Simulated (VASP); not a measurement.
Wanted: the native input for a VASP 6.6.1 run.

| Item | Value |
| --- | --- |
| Task | single point |
| Functional | r2SCAN |
| Potentials or basis | VASP PAW PBE potentials, release 64 (Ti_sv, O) |
| Cutoff | 520 eV |
| k mesh | 6 × 6 × 6 |
| Occupations | gaussian, width 0.05 eV |
| Spin | no spin polarisation |
| Hubbard terms | Ti d U = 4.0 eV |
| Dipole correction | no |
| Further INCAR settings | ALGO = Normal; EDIFF = 1e-06; NBANDS = 33 |

Crystal: TiO2.

```
CELL_PARAMETERS angstrom
2.61764 -2.61765 -0.02016
2.61764 2.61765 -0.02016
-2.58234 0.00000 4.85010
ATOMIC_POSITIONS crystal
Ti 0.12499 0.87501 0.25000
Ti 0.87501 0.12499 0.75000
O 0.33113 0.08113 0.66227
O 0.66887 0.91887 0.33773
O 0.91887 0.66887 0.83773
O 0.08113 0.33113 0.16227
```

This cell differs from its parent crystal: strain -0.025 along x and y, +0.000 along z.

The input as run:

POSCAR

```
TiO2
1.0
    2.6176395901     -2.6176454814     -0.0201584547
    2.6176395901      2.6176454814     -0.0201584547
   -2.5823439311      0.0000000000      4.8501018565
Ti O
2 4
Direct
    0.1249948851      0.8750051149      0.2500000000
    0.8750051149      0.1249948851      0.7500000000
    0.3311340192      0.0811285959      0.6622697772
    0.6688659808      0.9188714041      0.3377302228
    0.9188714041      0.6688659808      0.8377302228
    0.0811285959      0.3311340192      0.1622697772
```

INCAR.step1

```
SYSTEM = TiO2
PREC     = Accurate       ! precision mode
ENCUT    = 520            ! plane-wave cutoff, eV
ISMEAR   = 0              ! smearing method
SIGMA    = 0.05           ! smearing width, eV
LREAL    = .False.        ! projectors in reciprocal space
LASPH    = .True.         ! aspherical terms in the spheres
NELM     = 150            ! most SCF steps
LMAXMIX  = 4              ! l up to which the mixer works
LDAU     = .True.         ! DFT+U
LDAUTYPE = 2            
LDAUL    = 2 -1           ! shell
LDAUU    = 4 0            ! U, eV
LDAUJ    = 0 0          
NBANDS   = 33             ! bands
GGA      = PE             ! functional
ALGO     = Normal         ! electronic algorithm
EDIFF    = 1E-4           ! SCF threshold, eV
LWAVE    = .True.         ! write WAVECAR
LCHARG   = .False.        ! write CHGCAR
```

INCAR.step2

```
SYSTEM = TiO2
PREC     = Accurate       ! precision mode
ENCUT    = 520            ! plane-wave cutoff, eV
EDIFF    = 1E-6           ! SCF threshold, eV
ISMEAR   = 0              ! smearing method
SIGMA    = 0.05           ! smearing width, eV
LREAL    = .False.        ! projectors in reciprocal space
LASPH    = .True.         ! aspherical terms in the spheres
NELM     = 150            ! most SCF steps
ALGO     = Normal         ! electronic algorithm
ISIF     = 2              ! what is computed and relaxed
LWAVE    = .False.        ! write WAVECAR
LCHARG   = .False.        ! write CHGCAR
LMAXMIX  = 4              ! l up to which the mixer works
LDAU     = .True.         ! DFT+U
LDAUTYPE = 2            
LDAUL    = 2 -1           ! shell
LDAUU    = 4 0            ! U, eV
LDAUJ    = 0 0          
LDAUPRINT= 1            
METAGGA  = R2SCAN         ! meta-GGA
LMIXTAU  = .True.       
NBANDS   = 33             ! bands
ISTART   = 1
```

KPOINTS

```
Automatic mesh
0
Gamma
  6 6 6
  0 0 0
```

Potentials or basis: VASP PAW PBE potentials, release 64 (Ti_sv, O).

Command:

```bash
$ cat potpaw_PBE.64/Ti_sv/POTCAR potpaw_PBE.64/O/POTCAR > POTCAR
$ cp INCAR.step1 INCAR
$ mpirun -np 1 vasp_std > vasp.out
$ cp INCAR.step2 INCAR
$ mpirun -np 1 vasp_std > vasp.out
```

Results of the run:

* Pressure: 18.3 GPa
* Largest force: 0.084 eV/Å
* Band gap on the k mesh: 3.42 eV (least direct gap 3.73 eV)

Caveat: the cell differs from its parent crystal (strain -0.025 along x and y, +0.000 along z); the stress differs along the axes, from 12 to 21 GPa; the PAW data sets were made with another functional, which shifts forces and pressure a little.

It took 17 min on 1 thread of Oxide Virtual Turin-like Processor, with other jobs on the host, peak memory 0.22 GiB.
